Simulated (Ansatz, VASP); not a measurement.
# HfTi3N4 in VASP and in Ansatz

File INCAR:

```
PREC = Accurate
ENCUT = 600
EDIFF = 1E-6
ISMEAR = 0
SIGMA = 0.1
LREAL = F
LASPH = T
NELM = 80
ALGO = Normal
ISIF = 3
LWAVE = F
LCHARG = F
GGA = PE
IBRION = 2
NSW = 100
EDIFFG = -0.01
```

Contents of KPOINTS:

```
Automatic mesh
0
Gamma
  10 10 10
```

Contents of POSCAR:

```
HfTi3N4
1.0
    4.3434517573      0.0000000000      0.0000000000
    0.0000000000      4.3434517573      0.0000000000
    0.0000000000      0.0000000000      4.3434517573
Hf Ti N
1 3 4
Direct
    0.5000000000      0.5000000000      0.5000000000
    0.5000000000      0.0000000000      0.0000000000
    0.0000000000      0.0000000000      0.5000000000
    0.0000000000      0.5000000000      0.0000000000
    0.0000000000      0.5000000000      0.5000000000
    0.5000000000      0.5000000000      0.0000000000
    0.0000000000      0.0000000000      0.0000000000
    0.5000000000      0.0000000000      0.5000000000
```

Input for Ansatz:

```yaml
crystal:
  lattice:
    - [4.3434517573, 0.0, 0.0]
    - [0.0, 4.3434517573, 0.0]
    - [0.0, 0.0, 4.3434517573]
  atoms:
    - { symbol: Hf, position: [0.5, 0.5, 0.5] }
    - { symbol: Ti, position: [0.5, 0.0, 0.0] }
    - { symbol: Ti, position: [0.0, 0.0, 0.5] }
    - { symbol: Ti, position: [0.0, 0.5, 0.0] }
    - { symbol: "N", position: [0.0, 0.5, 0.5] }
    - { symbol: "N", position: [0.5, 0.5, 0.0] }
    - { symbol: "N", position: [0.0, 0.0, 0.0] }
    - { symbol: "N", position: [0.5, 0.0, 0.5] }
basis:
  ecutwfc: 420
kpoints:
  mp_grid: { grid: [10, 10, 10] }
hamiltonian:
  xc: pbe
scf:
  occupations: { method: gaussian, width: 0.1 }
output:
  forces: true
  stress: true
  eigenvalues: true
relax:
  adjacent_minimum: "off"
  f_tol: 0.01
  max_steps: 80
  cell: { stress_tol: 0.05 }
```

Alike in both runs: task relaxation of cell and atoms; functional PBE; k mesh 10 × 10 × 10; occupations gaussian, width 0.1 eV; no spin polarisation.

```csv
,VASP,Ansatz
version,VASP 6.6.1,Ansatz 0.2.0
potentials or method,"VASP PAW PBE potentials, release 64 (Hf_pv, Ti_sv, N), cutoff 600 eV","scalar-relativistic, plane waves, PAW"
valence electrons in the cell,66,82
```

|  | VASP | Ansatz | Ansatz less VASP |
| --- | --- | --- | --- |
| gap on the k mesh at the Fermi level, each at its own relaxed structure (eV) | none | none | - |
| relaxed volume (Å³/atom) | 10.21 | 10.23 | +0.018 |
| relaxed cell length with the largest relative difference (Å) | 4.339 | 4.342 | +0.0026 |

A gap of «none» marks a metal or a gap that the smearing closes. VASP's potentials hold 66 valence electrons a cell and Ansatz's 82, so a difference there can come from the potentials and not from the codes.

Neither program's run includes spin-orbit coupling.
